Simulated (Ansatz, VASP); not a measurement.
BaTiO3 in VASP and in Ansatz

File INCAR:

```
ALGO = Normal ; EDIFF = 1E-7
EDIFFG = -0.001 ; ENCUT = 600
GGA = PE ; IBRION = 2
ISIF = 3 ; ISMEAR = 0
LASPH = True ; LCHARG = False
LREAL = False ; LWAVE = False
NELM = 60 ; NSW = 80
PREC = Accurate ; SIGMA = 0.01
```

Contents of KPOINTS:

```
k-points
0
Gamma
  8 8 8
```

Contents of POSCAR:

```
BaTiO3
1.0
    3.9852569688      0.0000000000      0.0000000000
    0.0000000000      3.9852569688      0.0000000000
    0.0000000000      0.0000000000      4.2022180370
Ba Ti O
1 1 3
Direct
    0.0000000000      0.0000000000     -0.0106979962
    0.5000000000      0.5000000000      0.4720516379
    0.5000000000      0.5000000000      0.0408797547
    0.5000000000      0.0000000000      0.5203833018
    0.0000000000      0.5000000000      0.5203833018
```

Input for Ansatz:

```yaml
crystal:
  lattice:
    - [3.9852569688, 0.0, 0.0]
    - [0.0, 3.9852569688, 0.0]
    - [0.0, 0.0, 4.202218037]
  atoms:
    - { symbol: Ba, position: [0.0, 0.0, -0.0106979962] }
    - { symbol: Ti, position: [0.5, 0.5, 0.4720516379] }
    - { symbol: O, position: [0.5, 0.5, 0.0408797547] }
    - { symbol: O, position: [0.5, 0.0, 0.5203833018] }
    - { symbol: O, position: [0.0, 0.5, 0.5203833018] }
basis:
  ecutwfc: 420
kpoints:
  mp_grid: { grid: [8, 8, 8] }
hamiltonian:
  xc: pbe
scf:
  occupations: { method: fixed }
output:
  forces: true
  stress: true
  eigenvalues: true
relax:
  adjacent_minimum: "off"
  f_tol: 0.001
  max_steps: 60
  cell: { stress_tol: 0.01 }
```

Alike in both runs: task relaxation of cell and atoms; functional PBE; k mesh 8 × 8 × 8; no spin polarisation.

|  | VASP | Ansatz |
| --- | --- | --- |
| version | VASP 6.6.1 | Ansatz 0.2.0 |
| potentials or method | VASP PAW PBE potentials, release 64 (Ba_sv, Ti_sv, O), cutoff 600 eV | scalar-relativistic, plane waves, PAW |
| occupations | gaussian, width 0.01 eV | fixed |
| valence electrons in the cell | 40 | 40 |

VASP gave:

* gap on the k mesh at the Fermi level, each at its own relaxed structure (eV): 1.77
* relaxed volume (Å³/atom): 13.48
* relaxed length of the cell vector where the two differ most in proportion (Å): 4.219

Problem. What did Ansatz give for the same quantities?

Solution. gap on the k mesh at the Fermi level, each at its own relaxed structure (eV): 1.84; relaxed volume (Å³/atom): 13.35; relaxed length of the cell vector where the two differ most in proportion (Å): 4.202.

Neither program's run includes spin-orbit coupling.
